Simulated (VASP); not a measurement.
# Mg16Zn9S9 (an interface model) in VASP: further runs, part 2 of 2

VASP 6.6.1. The steps go on from the part before.

## (3) Single point, PBE

This run uses another cell than the first one, of 22.49 Å³/atom.

INCAR reads:

```
PREC = Accurate
ENCUT = 520
EDIFF = 1E-6
ISMEAR = 0
SIGMA = 0.1
LREAL = Auto
LASPH = True
NELM = 100
ALGO = Normal
ISIF = 2
LWAVE = False
LCHARG = False
GGA = PE
NBANDS = 120
LUSENCCL = False
```

KPOINTS reads:

```
regular mesh
0
Gamma
  6 6 2
```

POSCAR reads:

```
Mg16Zn9S9
1.0
    6.6654395561      0.0000000000      0.0000000000
   -3.3327197780      5.7724399829      0.0000000000
    0.0000000000      0.0000000000     19.8780936646
S Zn Mg
9 9 16
Direct
    0.3333333333      0.6666666667      0.0251533174
    0.0000000000      1.0000000000      0.0251533174
    0.6666666667      0.3333333333      0.0251533174
    0.3333333333      1.0000000000      0.1832227175
    0.0000000000      1.3333333333      0.1832227175
    0.6666666667      0.6666666667      0.1832227175
    0.3333333333      1.3333333333      0.3412921175
    0.0000000000      1.6666666667      0.3412921175
    0.6666666667      1.0000000000      0.3412921175
    0.3333333333      1.0000000000      0.0646706675
    0.0000000000      0.3333333333      0.0646706675
    0.6666666667      0.6666666667      0.0646706675
    0.3333333333      1.3333333333      0.2227400675
    0.0000000000      0.6666666667      0.2227400675
    0.6666666667      1.0000000000      0.2227400675
    0.3333333333      1.6666666667      0.3808094676
    0.0000000000      1.0000000000      0.3808094676
    0.6666666667      1.3333333333      0.3808094676
    0.6666666667      1.3333333333      0.5166373817
    0.6666666667      1.8333333333      0.5166373817
    1.1666666667      1.3333333333      0.5166373817
    1.1666666667      1.8333333333      0.5166373817
    0.8333333333      1.6666666667      0.6438851203
    0.8333333333      1.1666666667      0.6438851203
    1.3333333333      1.6666666667      0.6438851203
    1.3333333333      1.1666666667      0.6438851203
    0.6666666667      1.3333333333      0.7711328589
    0.6666666667      1.8333333333      0.7711328589
    1.1666666667      1.3333333333      0.7711328589
    1.1666666667      1.8333333333      0.7711328589
    0.8333333333      1.6666666667      0.8983805976
    0.8333333333      1.1666666667      0.8983805976
    1.3333333333      1.6666666667      0.8983805976
    1.3333333333      1.1666666667      0.8983805976
```

Potentials or basis: VASP PAW PBE potentials, release 64 (S, Zn, Mg).

On the command line:

```console
cat potpaw_PBE.64/S/POTCAR potpaw_PBE.64/Zn/POTCAR potpaw_PBE.64/Mg/POTCAR > POTCAR
mpirun -np 1 vasp_std > vasp.out
```

OUTCAR:

```text
PREC = Accurate
   ENCUT = 520
   EDIFF = 1E-6
   ISMEAR = 0
   LREAL = Auto
   LASPH = True
   NELM = 100
   ISIF = 2
   GGA = PE

 ion  position               nearest neighbor table
   1  0.333  0.667  0.025-  10 2.36  11 2.36  12 2.36  33 2.52
   2  0.000  0.000  0.025-  11 2.36  12 2.36  10 2.36  31 3.17  34 3.17  32 3.17
   3  0.667  0.333  0.025-  11 2.36  10 2.36  12 2.36  32 3.17  31 3.17  34 3.17
   4  0.333  0.000  0.183-  10 2.36  13 2.36  14 2.36  15 2.36
   5  0.000  0.333  0.183-  11 2.36  15 2.36  13 2.36  14 2.36
   6  0.667  0.667  0.183-  12 2.36  15 2.36  14 2.36  13 2.36
   7  0.333  0.333  0.341-  13 2.36  17 2.36  16 2.36  18 2.36
   8  0.000  0.667  0.341-  14 2.36  17 2.36  16 2.36  18 2.36
   9  0.667  0.000  0.341-  15 2.36  18 2.36  17 2.36  16 2.36
  10  0.333  0.000  0.065-   4 2.36   1 2.36   2 2.36   3 2.36
  11  0.000  0.333  0.065-   5 2.36   2 2.36   3 2.36   1 2.36
  12  0.667  0.667  0.065-   6 2.36   2 2.36   3 2.36   1 2.36
  13  0.333  0.333  0.223-   7 2.36   4 2.36   5 2.36   6 2.36
  14  0.000  0.667  0.223-   8 2.36   4 2.36   6 2.36   5 2.36
  15  0.667  0.000  0.223-   9 2.36   6 2.36   5 2.36   4 2.36
  16  0.333  0.667  0.381-   8 2.36   9 2.36   7 2.36  22 3.32  21 3.32  20 3.32
  17  0.000  0.000  0.381-   8 2.36   7 2.36   9 2.36  21 3.32  20 3.32  22 3.32
[... 285 lines left out ...]
      3     -11.0070      2.00000
      4     -10.6961      2.00000
      5     -10.6961      2.00000
      6     -10.6360      2.00000
[... 1781 lines left out ...]
    108       4.9836      0.00000
    109       5.2429      0.00000
 [bands above 109 left out]

------------------------ aborting loop because EDIFF is reached ----------------------------------------

  FORCE on cell =-STRESS in cart. coord.  units (eV):
  Direction    XX          YY          ZZ          XY          YZ          ZX
  --------------------------------------------------------------------------------------
  -------------------------------------------------------------------------------------
  Total       -6.5328189     -6.5328189     -4.0310442      0.0000001      0.0000000      0.0000000
  in kB      -13.6851086    -13.6851086     -8.4443299      0.0000002      0.0000000      0.0000000
  external PRESSURE =     -11.9381823 kB  Pullay stress =       0.0000000 kB

 VOLUME and BASIS-vectors are now :
 -----------------------------------------------------------------------------
  energy-cutoff  :      520.00
  volume of cell :      764.83
      direct lattice vectors                 reciprocal lattice vectors
     6.665439556  0.000000000  0.000000000     0.150027615  0.086618484 -0.000000000
    -3.332719778  5.772439983  0.000000000     0.000000000  0.173236968  0.000000000
     0.000000000  0.000000000 19.878093665     0.000000000 -0.000000000  0.050306635

 POSITION                                       TOTAL-FORCE (eV/Angst)
 -----------------------------------------------------------------------------------
     -0.00000      3.84829      0.50000        -0.000000      0.000000     -0.090434
      0.00000      0.00000      0.50000        -0.000000      0.000000     -0.634853
      3.33272      1.92415      0.50000        -0.000000      0.000000     -0.633283
      2.22181      0.00000      3.64212         0.001124      0.006585      0.014920
     -1.11091      1.92415      3.64212        -0.006265     -0.002319      0.014920
      2.22181      3.84829      3.64212         0.005141     -0.004266      0.014920
[... 26 lines left out ...]
     -0.00000      3.84829     17.85809        -0.000000      0.000000     -0.071216
      1.66636      0.96207     17.85809        -0.028161      0.005870      0.031378
 -----------------------------------------------------------------------------------
    total drift:                               -0.000024     -0.000042     -0.004121

  FREE ENERGIE OF THE ION-ELECTRON SYSTEM (eV)
  ---------------------------------------------------
  free  energy   TOTEN  =       -82.9214757958 eV

  energy  without entropy=      -82.8906211752  energy(sigma->0) =      -82.90604849
```

OSZICAR:

```text
N       E                     dE             d eps       ncg     rms          rms(c)
DAV:   1     0.126634227131E+04    0.12663E+04   -0.77985E+04  3840   0.155E+03
DAV:   2     0.125006502536E+03   -0.11413E+04   -0.10869E+04  3880   0.349E+02
DAV:   3    -0.703974835174E+02   -0.19540E+03   -0.18605E+03  4392   0.134E+02
DAV:   4    -0.867865162709E+02   -0.16389E+02   -0.16261E+02  4384   0.355E+01
DAV:   5    -0.871944484412E+02   -0.40793E+00   -0.40679E+00  4440   0.640E+00    0.208E+01
DAV:   6    -0.827523371248E+02    0.44421E+01   -0.93515E+00  5816   0.397E+01    0.160E+01
DAV:   7    -0.834731037232E+02   -0.72077E+00   -0.17224E+01  5104   0.142E+01    0.607E+00
DAV:   8    -0.833534173050E+02    0.11969E+00   -0.40442E+00  4944   0.172E+01    0.328E+00
DAV:   9    -0.829732555017E+02    0.38016E+00   -0.23808E+00  5584   0.123E+01    0.146E+00
DAV:  10    -0.829228834223E+02    0.50372E-01   -0.88475E-01  4672   0.466E+00    0.963E-01
DAV:  11    -0.829198586574E+02    0.30248E-02   -0.13512E-01  4680   0.244E+00    0.549E-01
DAV:  12    -0.829210240429E+02   -0.11654E-02   -0.21757E-02  4336   0.932E-01    0.364E-01
DAV:  13    -0.829213462504E+02   -0.32221E-03   -0.36972E-03  5096   0.926E-01    0.190E-01
DAV:  14    -0.829214997995E+02   -0.15355E-03   -0.16197E-03  4368   0.274E-01    0.683E-02
DAV:  15    -0.829214725215E+02    0.27278E-04   -0.18670E-04  5568   0.154E-01    0.405E-02
DAV:  16    -0.829214682344E+02    0.42870E-05   -0.11549E-04  5664   0.106E-01    0.195E-02
DAV:  17    -0.829214756927E+02   -0.74583E-05   -0.70298E-05  4744   0.451E-02    0.126E-02
DAV:  18    -0.829214757958E+02   -0.10307E-06   -0.53461E-06  4008   0.344E-02
   1 F= -.82921476E+02 E0= -.82906048E+02  d E =-.308546E-01
```

stdout:

```text
Offloading initialized ...    1 GPUs detected
 POSCAR found type information on POSCAR S ZnMg
 POSCAR found :  3 types and      34 ions
 scaLAPACK will be used selectively (only on CPU)
 LDA part: xc-table for (Slater+PW92), standard interpolation
 POSCAR, INCAR and KPOINTS ok, starting setup
 FFT: planning ... GRIDC
 FFT: planning ... GRID_SOFT
 FFT: planning ... GRID
 WAVECAR not read
 entering main loop
```

Run time: 2.2 min. Hardware: 1 × NVIDIA H100 80GB with 1 thread of AMD EPYC 7R13 (Zen 3), shared host; peak memory 2.2 GiB.

Results:

* Free energy: -82.9215 eV
* Pressure: -1.2 GPa
* Largest force: 0.635 eV/Å
* Band gap on the k mesh: zero (bands 97 and 98 overlap by 1.14 eV)

Forces on the atoms (eV/Å):
```
S    0.000  0.000 -0.090
S    0.000  0.000 -0.635
S    0.000  0.000 -0.633
S    0.001  0.007  0.015
S   -0.006 -0.002  0.015
S    0.005 -0.004  0.015
S   -0.042  0.001 -0.144
S    0.022  0.036 -0.144
S    0.020 -0.037 -0.144
Zn   0.020 -0.044  0.226
Zn   0.028  0.039  0.226
Zn  -0.048  0.005  0.226
Zn  -0.010  0.001 -0.043
Zn   0.006  0.008 -0.043
Zn   0.004 -0.009 -0.043
Zn   0.000  0.000  0.545
Zn   0.000  0.000  0.589
Zn   0.000  0.000  0.230
Mg   0.000  0.000  0.336
Mg   0.064  0.039 -0.313
Mg   0.002 -0.075 -0.313
Mg  -0.065  0.036 -0.313
Mg   0.006 -0.031  0.062
Mg  -0.030  0.010  0.062
Mg   0.000  0.000  0.102
Mg   0.024  0.021  0.062
Mg   0.000  0.000 -0.061
Mg   0.015  0.010  0.061
Mg   0.001 -0.018  0.061
Mg  -0.016  0.008  0.061
Mg   0.019  0.021  0.031
Mg   0.009 -0.027  0.031
Mg   0.000  0.000 -0.071
Mg  -0.028  0.006  0.031
```

Stress tensor (GPa, compression positive):
```
-1.37  0.00  0.00
 0.00 -1.37  0.00
 0.00  0.00 -0.84
```
